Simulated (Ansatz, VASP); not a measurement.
## One calculation of CdTe, two programs

The input POSCAR:

```
CdTe
1.0
    0.0000000000      3.2050000000      3.0127000000
    3.2050000000      0.0000000000      3.0127000000
    3.2050000000      3.2050000000      0.0000000000
Cd Te
1 1
Direct
    0.0000000000      0.0000000000      0.0000000000
    0.7500000000      0.7500000000      0.7500000000
```

File INCAR.step1:

```
SYSTEM = CdTe
PREC = Accurate ; ENCUT = 520
ISMEAR = 0 ; SIGMA = 0.05
LREAL = .FALSE. ; LASPH = .TRUE.
NELM = 100 ; NBANDS = 16
GGA = PE ; ALGO = Normal
EDIFF = 1E-4 ; LWAVE = .TRUE.
LCHARG = .FALSE.
```

INCAR.step2

```
SYSTEM = CdTe
PREC = Accurate ; ENCUT = 520
EDIFF = 1E-6 ; ISMEAR = 0
SIGMA = 0.05 ; LREAL = .FALSE.
LASPH = .TRUE. ; NELM = 100
ALGO = Normal ; ISIF = 2
LWAVE = .FALSE. ; LCHARG = .TRUE.
METAGGA = R2SCAN ; LMIXTAU = .TRUE.
LELF = .TRUE. ; LVHAR = .TRUE.
NBANDS = 16 ; ISTART = 1
```

Contents of KPOINTS:

```
Automatic mesh
0
G
  8 8 8
  0 0 0
```

Input for Ansatz:

```yaml
crystal:
  lattice:
    - [0.0, 3.205, 3.0127]
    - [3.205, 0.0, 3.0127]
    - [3.205, 3.205, 0.0]
  atoms:
    - { symbol: Cd, position: [0.0, 0.0, 0.0] }
    - { symbol: Te, position: [0.75, 0.75, 0.75] }
basis:
  ecutwfc: 500
kpoints:
  mp_grid: { grid: [8, 8, 8] }
hamiltonian:
  xc: r2scan
scf:
  occupations: { method: gaussian, width: 0.05 }
output:
  forces: true
  stress: true
  eigenvalues: true
  write_density: true
  write_potential: true
  elf: true
  volumetric_format: npy
```

Change from the starting cell: strain -0.0600 x Voigt [0, 0, 1, 0, 0, 0], atoms carried along.

Alike in both runs: task single point; functional r2SCAN; k mesh 8 × 8 × 8; occupations gaussian, width 0.05 eV; no spin polarisation.

|  | VASP | Ansatz |
| --- | --- | --- |
| version | VASP 6.6.1 | Ansatz 0.2.0 |
| potentials or method | VASP PAW PBE potentials, release 64 (Cd, Te), cutoff 520 eV | scalar-relativistic, plane waves, PAW |
| valence electrons in the cell | 18 | 36 |

VASP gave:

| Quantity | Value |
| --- | --- |
| gap on the k mesh at the Fermi level (eV) | 1.45 |
| least direct gap on the mesh (eV) | 1.45 |
| pressure (GPa) | 7.2 |
| traceless stress, the component that is largest in VASP (GPa) | 0.33 |

Problem. Estimate Ansatz's values.

Solution. gap on the k mesh at the Fermi level (eV): 1.45; least direct gap on the mesh (eV): 1.45; pressure (GPa): 7.0; traceless stress, the component that is largest in VASP (GPa): 0.33.

VASP's potentials were made for PBE, not for r2SCAN. The functional is the same, so the differences come from potentials, cutoffs and numerics. VASP's potentials hold 18 valence electrons a cell and Ansatz's 36, so a difference there can come from the potentials and not from the codes.

Neither program's run includes spin-orbit coupling.
